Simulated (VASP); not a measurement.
# As (Fd-3m) in VASP: notebook, part 2 of 2

VASP 6.6.1. Earlier steps stand in the parts before.

## Step 3: Single point, LDA (volume scaled by 0.4)

INCAR reads:

```
SYSTEM = As
PREC = Accurate
ENCUT = 520
EDIFF = 1E-7
ISMEAR = -1
SIGMA = 0.05
LREAL = .FALSE.
LASPH = .TRUE.
NELM = 100
ALGO = Normal
ISIF = 2
LWAVE = .FALSE.
LCHARG = .FALSE.
NBANDS = 12
```

KPOINTS reads:

```
Automatic mesh
0
G
  13 13 13
  0 0 0
```

POSCAR reads:

```
As
1.0
    0.0000000000      2.1954020278      2.1954020278
    2.1954020278      0.0000000000      2.1954020278
    2.1954020278      2.1954020278      0.0000000000
As
2
Direct
   -0.1250000000     -0.1250000000     -0.1250000000
    0.1250000000      0.1250000000      0.1250000000
```

Potentials or basis: VASP PAW LDA potentials, release 64 (As).

Launch:

```bash
cat potpaw_LDA.64/As/POTCAR > POTCAR
mpirun -np 1 vasp_std > vasp.out
```

OUTCAR:

```text
SYSTEM = As
   PREC = Accurate
   ENCUT = 520
   EDIFF = 1E-7
   ISMEAR = -1
   LREAL = .FALSE.
   LASPH = .TRUE.
   NELM = 100
   ISIF = 2

 ion  position               nearest neighbor table
   1  0.875  0.875  0.875-   2 1.90   2 1.90   2 1.90   2 1.90
   2  0.125  0.125  0.125-   1 1.90   1 1.90   1 1.90   1 1.90

  LATTYP: Found a face centered cubic cell.
 ALAT       =     4.3908040556

  Lattice vectors:

 A1 = (   0.0000000000,   2.1954020278,   2.1954020278)
 A2 = (   2.1954020278,   0.0000000000,   2.1954020278)
 A3 = (   2.1954020278,   2.1954020278,   0.0000000000)

Analysis of symmetry for initial positions (statically):
=====================================================================
 Subroutine PRICEL returns:
 Original cell was already a primitive cell.

 Routine SETGRP: Setting up the symmetry group for a
 face centered cubic supercell.

 Subroutine GETGRP returns: Found 48 space group operations
 (whereof 12 operations were pure point group operations)
 out of a pool of 48 trial point group operations.

The static configuration has the point symmetry D_3d.
 The point group associated with its full space group is O_h .

Analysis of symmetry for dynamics (positions and initial velocities):
=====================================================================
 Subroutine PRICEL returns:
 Original cell was already a primitive cell.

 Routine SETGRP: Setting up the symmetry group for a
 face centered cubic supercell.

 Subroutine GETGRP returns: Found 48 space group operations
 (whereof 12 operations were pure point group operations)
 out of a pool of 48 trial point group operations.

The dynamic configuration has the point symmetry D_3d.
 The point group associated with its full space group is O_h .

 Subroutine INISYM returns: Found 48 space group operations
 (whereof 12 operations are pure point group operations),
 and found     1 'primitive' translations

----------------------------------------------------------------------------------------

                                     Primitive cell

  volume of cell :      21.1628

  direct lattice vectors                    reciprocal lattice vectors
     0.000000000  2.195402028  2.195402028    -0.227748719  0.227748719  0.227748719
     2.195402028  0.000000000  2.195402028     0.227748719 -0.227748719  0.227748719
     2.195402028  2.195402028  0.000000000     0.227748719  0.227748719 -0.227748719

  length of vectors
     3.104767323  3.104767323  3.104767323     0.394472353  0.394472353  0.394472353

  position of ions in fractional coordinates (direct lattice)
     0.875000000  0.875000000  0.875000000
     0.125000000  0.125000000  0.125000000

  ion indices of the primitive-cell ions
   primitive index   ion index
                 1           1
                 2           2

----------------------------------------------------------------------------------------

 KPOINTS: Automatic mesh

Automatic generation of k-mesh.
 Grid dimensions read from file:
 generate k-points for:   13   13   13

 Generating k-lattice:

  Cartesian coordinates                     Fractional coordinates (reciprocal lattice)
    -0.017519132  0.017519132  0.017519132     0.076923077  0.000000000  0.000000000
     0.017519132 -0.017519132  0.017519132     0.000000000  0.076923077  0.000000000
     0.017519132  0.017519132 -0.017519132     0.000000000  0.000000000  0.076923077

  Length of vectors
     0.030344027  0.030344027  0.030344027

  Shift w.r.t. Gamma in fractional coordinates (k-lattice)
     0.000000000  0.000000000  0.000000000

 Subroutine IBZKPT returns following result:
 ===========================================

 Found     84 irreducible k-points:

 Following reciprocal coordinates:
            Coordinates               Weight
  0.000000  0.000000  0.000000      1.000000
  0.076923  0.000000  0.000000      8.000000
  0.153846  0.000000  0.000000      8.000000
  0.230769  0.000000  0.000000      8.000000
  0.307692  0.000000  0.000000      8.000000
  0.384615  0.000000  0.000000      8.000000
[... 16 lines left out ...]
  0.384615  0.153846  0.000000     24.000000
  0.461538  0.153846  0.000000     24.000000
 [... further k-points ...]
   k-points           NKPTS =     84   k-points in BZ     NKDIM =     84   number of bands    NBANDS=     12
   number of dos      NEDOS =    301   number of ions     NIONS =      2
   total plane-waves  NPLWV =  13824
   dimension x,y,z NGX =    24 NGY =   24 NGZ =   24
   dimension x,y,z NGXF=    48 NGYF=   48 NGZF=   48
   ions per type =               2
   NGX,Y,Z   is equivalent  to a cutoff of  12.85, 12.85, 12.85 a.u.
   NGXF,Y,Z  is equivalent  to a cutoff of  25.70, 25.70, 25.70 a.u.
 SYSTEM =  As
   PREC   = accura    normal or accurate (medium, high low for compatibility)
   ISTART =      0    job   : 0-new  1-cont  2-samecut
   ICHARG =      2    charge: 1-file 2-atom 10-const
   ISPIN  =      1    spin polarized calculation?
   LNONCOLLINEAR =      F non collinear calculations
   LSORBIT =      F    spin-orbit coupling
   LASPH  =      T    aspherical Exc in radial PAW
   ENCUT  =  520.0 eV  38.22 Ry    6.18 a.u.   5.77  5.77  5.77*2*pi/ulx,y,z
   NELM   =    100;   NELMIN=  2; NELMDL= -5     # of ELM steps
   EDIFF  = 0.1E-06   stopping-criterion for ELM
   LREAL  =      F    real-space projection
   EDIFFG = 0.1E-05   stopping-criterion for IOM
   NSW    =      0    number of steps for IOM
   IBRION =     -1    ionic relax: 0-MD 1-quasi-New 2-CG
   NFREE  =      0    steps in history (QN), initial steepest desc. (CG)
   ISIF   =      2    stress and relaxation
   ISYM   =      2    0-nonsym 1-usesym 2-fastsym
   POTIM  = 0.5000    time-step for ionic-motion
   TEBEG  =    0.0;   TEEND  =   0.0 temperature during run
   PSTRESS=    0.0 pullay stress
   NELECT =      10.0000    total number of electrons
   NUPDOWN=      -1.0000    fix difference up-down
   EMIN   =  10.00;   EMAX   =-10.00  energy-range for DOS
   EFERMI =   0.00;   METHOD = LEGACY
   ISMEAR =    -1;   SIGMA  =   0.05  broadening in eV -4-tet -1-fermi 0-gaus
   EFERMI_NEDOS =   21; number of points for ismear=-14 and -15
   IALGO  =     38    algorithm
   IMIX   =      4    mixing-type and parameters
     AMIX     =   0.40;   BMIX     =  1.00
     AMIX_MAG =   1.60;   BMIX_MAG =  1.00
  volume/ion in A,a.u.               =      10.58        71.41
  Fermi-wavevector in a.u.,A,eV,Ry     =   1.275119  2.409626 22.122105  1.625929
  Thomas-Fermi vector in A             =   2.407849
   LORBIT       =      0    0 simple, 1 ext, 2 COOP (PROOUT), +10 PAW based schemes
   GGA     = CA    functional components
   LHFCALC =     F    Hartree Fock is set to
   AEXX    =    0.0000 exact exchange contribution
   IVDW    =     0    specifies the selected vdW correction
   LEPSILON=     F    determine dielectric tensor
   LRPA    =     F    only Hartree local field effects (RPA)
 non-spin polarized calculation
  energy-cutoff  :      520.00
  volume of cell :       21.16
 maximum number of plane-waves:       584
   NGX = 11   NGY = 11   NGZ = 11

 number of electron      10.0000000 magnetization

 number of electron       9.9999998 magnetization

 Free energy of the ion-electron system (eV)
  ---------------------------------------------------
  ext. energy  EPLUGINS =         0.00000000
  ---------------------------------------------------
  free energy    TOTEN  =         4.23072422 eV

  energy without entropy =        4.23763837  energy(sigma->0) =        4.23418129

 E-fermi :  16.5023     XC(G=0): -13.2907

 val. band max:       16.4593826330   @ k =   0.4615   0.3077   0.0769
 cond. band min:      16.5156950509   @ k =  -0.4615   0.3846   0.1538
 fundamental gap:      0.0563124179
 Fermi energy:        16.5022530596

 k-point     1 :       0.0000    0.0000    0.0000
  band No.  band energies     occupation
      1      -8.2511      2.00000
      2      12.5070      2.00000
      3      12.5070      2.00000
      4      12.5070      2.00000
      5      15.7691      2.00000
      6      15.7691      2.00000
      7      15.7691      2.00000
      8      19.9153      0.00000
      9      22.4642      0.00000
     10      25.1318      0.00000
     11      25.1318      0.00000
     12      26.9658      0.00000
[... 331 lines left out ...]
 k-point    24 :       0.4615    0.1538    0.0000
  band No.  band energies     occupation
      1      -4.2779      2.00000
      2       1.0870      2.00000
      3       7.5387      2.00000
      4       8.5454      2.00000
      5      15.1508      2.00000
      6      19.0494      0.00000
      7      19.4218      0.00000
      8      21.5422      0.00000
      9      25.1297      0.00000
     10      29.5581      0.00000
     11      30.3955      0.00000
     12      30.6074      0.00000

 [... further k-points ...]
[... 5 lines left out ...]
  --------------------------------------------------------------------------------------
  -------------------------------------------------------------------------------------
  Total       42.7410621     42.7410621     42.7410621     -0.0000000     -0.0000000      0.0000000
  in kB     3235.8152224   3235.8152224   3235.8152224     -0.0000000     -0.0000000      0.0000000
  external PRESSURE =    3235.8152224 kB  Pullay stress =       0.0000000 kB

 VOLUME and BASIS-vectors are now :
 -----------------------------------------------------------------------------
  energy-cutoff  :      520.00
  volume of cell :       21.16
      direct lattice vectors                 reciprocal lattice vectors
     0.000000000  2.195402028  2.195402028    -0.227748719  0.227748719  0.227748719
     2.195402028  0.000000000  2.195402028     0.227748719 -0.227748719  0.227748719
     2.195402028  2.195402028  0.000000000     0.227748719  0.227748719 -0.227748719

 POSITION                                       TOTAL-FORCE (eV/Angst)
 -----------------------------------------------------------------------------------
      3.84195      3.84195      3.84195         0.000000      0.000000      0.000000
      0.54885      0.54885      0.54885        -0.000000     -0.000000     -0.000000
 -----------------------------------------------------------------------------------
    total drift:                                0.000000      0.000000      0.000000

  FREE ENERGIE OF THE ION-ELECTRON SYSTEM (eV)
  ---------------------------------------------------
  free  energy   TOTEN  =         4.2307242172 eV

  energy  without entropy=        4.2376383719  energy(sigma->0) =        4.23418129
```

OSZICAR:

```text
N       E                     dE             d eps       ncg     rms          rms(c)
DAV:   1     0.418265159510E+02    0.41827E+02   -0.47328E+03  2016   0.744E+02
DAV:   2     0.437539001503E+01   -0.37451E+02   -0.36050E+02  2676   0.134E+02
DAV:   3     0.328775692040E+01   -0.10876E+01   -0.10772E+01  2604   0.218E+01
DAV:   4     0.328503347184E+01   -0.27234E-02   -0.27208E-02  2252   0.120E+00
DAV:   5     0.328502918536E+01   -0.42865E-05   -0.42890E-05  2584   0.459E-02    0.143E+01
DAV:   6     0.395610785088E+01    0.67108E+00   -0.26436E-01  2168   0.298E+00    0.849E+00
DAV:   7     0.422570423294E+01    0.26960E+00   -0.29259E-01  2340   0.325E+00    0.744E-01
DAV:   8     0.423064337017E+01    0.49391E-02   -0.13384E-02  2148   0.710E-01    0.571E-02
DAV:   9     0.423072113082E+01    0.77761E-04   -0.17997E-04  2532   0.928E-02    0.469E-02
DAV:  10     0.423072340228E+01    0.22715E-05   -0.40460E-06  2292   0.124E-02    0.562E-03
DAV:  11     0.423072420525E+01    0.80297E-06   -0.83176E-07  2448   0.549E-03    0.140E-03
DAV:  12     0.423072421724E+01    0.11991E-07   -0.14582E-08  1324   0.940E-04
   1 F= 0.42307242E+01 E0= 0.42341813E+01  d E =-.691415E-02
```

Wall time 14 s (1 thread of Intel Xeon Platinum 8375C at 2.90GHz (Ice Lake), shared host); peak memory 0.13 GiB.

Results:

```yaml
Free_energy: 4.2307 eV
Pressure: 323.6 GPa
Band_gap_on_the_k_mesh: zero (band 5 reaches 18.13 eV, above the bottom of band 6 at 12.95 eV)
```

## Step 4: Single point, LDA (volume scaled by 0.4)

INCAR reads:

```
SYSTEM = As
  PREC = Accurate
  ENCUT = 520
  EDIFF = 1E-6
  ISMEAR = -1
  SIGMA = 0.05
  LREAL = .False.
  LASPH = .True.
  NELM = 100
  ALGO = Normal
  ISIF = 2
  LWAVE = .False.
  LCHARG = .True.
  GGA = CA
  LELF = .True.
  LVHAR = .True.
  NBANDS = 12
```

KPOINTS reads:

```
Automatic mesh
0
Gamma
  13 13 13
  0 0 0
```

POSCAR is that of step 3.

Potentials or basis: VASP PAW LDA potentials, release 64 (As).

Launch:

```bash
cat potpaw_LDA.64/As/POTCAR > POTCAR
mpirun -np 1 vasp_std > vasp.out
```

OUTCAR:

```text
SYSTEM = As
   PREC = Accurate
   ENCUT = 520
   EDIFF = 1E-6
   ISMEAR = -1
   LREAL = .False.
   LASPH = .True.
   NELM = 100
   ISIF = 2
   GGA = CA

 ion  position               nearest neighbor table
   1  0.875  0.875  0.875-   2 1.90   2 1.90   2 1.90   2 1.90
   2  0.125  0.125  0.125-   1 1.90   1 1.90   1 1.90   1 1.90

  LATTYP: Found a face centered cubic cell.
 ALAT       =     4.3908040556

  Lattice vectors:

 A1 = (   0.0000000000,   2.1954020278,   2.1954020278)
 A2 = (   2.1954020278,   0.0000000000,   2.1954020278)
 A3 = (   2.1954020278,   2.1954020278,   0.0000000000)

Analysis of symmetry for initial positions (statically):
=====================================================================
 Subroutine PRICEL returns:
 Original cell was already a primitive cell.

 Routine SETGRP: Setting up the symmetry group for a
 face centered cubic supercell.

 Subroutine GETGRP returns: Found 48 space group operations
 (whereof 12 operations were pure point group operations)
 out of a pool of 48 trial point group operations.

The static configuration has the point symmetry D_3d.
 The point group associated with its full space group is O_h .

[... 168 lines left out ...]

 k-point     1 :       0.0000    0.0000    0.0000
  band No.  band energies     occupation
      1      -8.2511      2.00000
      2      12.5070      2.00000
      3      12.5070      2.00000
      4      12.5070      2.00000
      5      15.7691      2.00000
      6      15.7691      2.00000
      7      15.7691      2.00000
      8      19.9152      0.00000
      9      22.4643      0.00000
     10      25.1317      0.00000
     11      25.1317      0.00000
     12      26.9658      0.00000
[... 331 lines left out ...]
 k-point    24 :       0.4615    0.1538    0.0000
  band No.  band energies     occupation
      1      -4.2779      2.00000
      2       1.0869      2.00000
      3       7.5386      2.00000
      4       8.5453      2.00000
      5      15.1508      2.00000
      6      19.0494      0.00000
      7      19.4217      0.00000
      8      21.5422      0.00000
      9      25.1297      0.00000
     10      29.5580      0.00000
     11      30.3955      0.00000
     12      30.6074      0.00000

 [... further k-points ...]
[... 5 lines left out ...]
  --------------------------------------------------------------------------------------
  -------------------------------------------------------------------------------------
  Total       42.7415282     42.7415282     42.7415282     -0.0000000      0.0000000      0.0000000
  in kB     3235.8505073   3235.8505073   3235.8505073     -0.0000000      0.0000000      0.0000000
  external PRESSURE =    3235.8505073 kB  Pullay stress =       0.0000000 kB

 VOLUME and BASIS-vectors are now :
 -----------------------------------------------------------------------------
  energy-cutoff  :      520.00
  volume of cell :       21.16
      direct lattice vectors                 reciprocal lattice vectors
     0.000000000  2.195402028  2.195402028    -0.227748719  0.227748719  0.227748719
     2.195402028  0.000000000  2.195402028     0.227748719 -0.227748719  0.227748719
     2.195402028  2.195402028  0.000000000     0.227748719  0.227748719 -0.227748719

 POSITION                                       TOTAL-FORCE (eV/Angst)
 -----------------------------------------------------------------------------------
      3.84195      3.84195      3.84195        -0.000000      0.000000      0.000000
      0.54885      0.54885      0.54885         0.000000     -0.000000     -0.000000
 -----------------------------------------------------------------------------------
    total drift:                                0.000000      0.000000      0.000000

  FREE ENERGIE OF THE ION-ELECTRON SYSTEM (eV)
  ---------------------------------------------------
  free  energy   TOTEN  =         4.2307242063 eV

  energy  without entropy=        4.2376384570  energy(sigma->0) =        4.23418133
```

It took 13 s on 1 thread of Intel Xeon Platinum 8375C at 2.90GHz (Ice Lake), shared host; peak memory 0.13 GiB.

What came out:

* Free energy: 4.2307 eV
* Pressure: 323.6 GPa
* Band gap on the k mesh: zero (band 5 reaches 18.13 eV, above the bottom of band 6 at 12.95 eV)
